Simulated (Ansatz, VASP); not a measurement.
## Two plane-wave programs on TaN

```
CELL_PARAMETERS angstrom
0.00000 2.18793 2.18793
2.18793 0.00000 2.18793
2.18793 2.18793 0.00000
ATOMIC_POSITIONS crystal
Ta 0.50000 0.50000 0.50000
N 0.00000 0.00000 0.00000
```

Alike in both runs: functional PBEsol; k mesh 16 × 16 × 16; occupations gaussian, width 0.1 eV; no spin polarisation.

Ansatz relaxed the structure, and its values are those at the end. VASP's run is a single point on that final structure, the one shown.

```csv
,VASP,Ansatz
version,VASP 6.6.1,Ansatz 0.2.0
potentials or method,"VASP PAW PBE potentials, release 64 (Ta_pv, N), cutoff 600 eV","scalar-relativistic, plane waves, PAW"
valence electrons in the cell,16,18
```

```tsv
	VASP	Ansatz	Ansatz less VASP
gap on the k mesh at the Fermi level (eV)	none	none	-
pressure (GPa)	0.9	0.0	-0.88
```

VASP's potentials were made for PBE, not for PBEsol. A gap of «none» marks a metal or a gap that the smearing closes. The functional is the same, so the differences come from potentials, cutoffs and numerics. VASP's potentials hold 16 valence electrons a cell and Ansatz's 18, so a difference there can come from the potentials and not from the codes.

Spin-orbit coupling is off throughout.
